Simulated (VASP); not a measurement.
Os, 1 atom in the cell. The structure is cubic, space group Fm-3m (No. 225). Conventional cell: a = 3.750 Å, b = 3.750 Å, c = 3.750 Å, α = 90.00°, β = 90.00°, γ = 90.00°. Within 3.5 Å of Os (site symmetry m-3m) lie 12 Os at 2.65 Å. This isn't the form of Os at room conditions, which is hcp.

* Program: VASP 6.6.1
* Task: single point
* Functional: PBE
* Potentials or basis: VASP PAW PBE potentials, release 64 (Os)
* Cutoff: 520 eV
* k mesh: 18 × 18 × 18
* Occupations: fermi-dirac, width 0.1 eV
* Spin: no spin polarisation
* Dipole correction: no
* Further INCAR settings: ALGO = Normal; EDIFF = 1e-06; NBANDS = 10

Potentials or basis: VASP PAW PBE potentials, release 64 (Os).

The run is started by

```bash
$ cat potpaw_PBE.64/Os/POTCAR > POTCAR
$ mpirun -np 1 vasp_std > vasp.out
```

Hardware: 1 thread of Intel(R) Xeon(R) 6975P-C (Granite Rapids), with other jobs on the host.

Q: How long does it take, and how much memory?

A: It took 8.9 s on 1 thread of Intel(R) Xeon(R) 6975P-C (Granite Rapids), on a shared host, peak memory 0.15 GiB. Counts: scf iterations 12, k points 195.
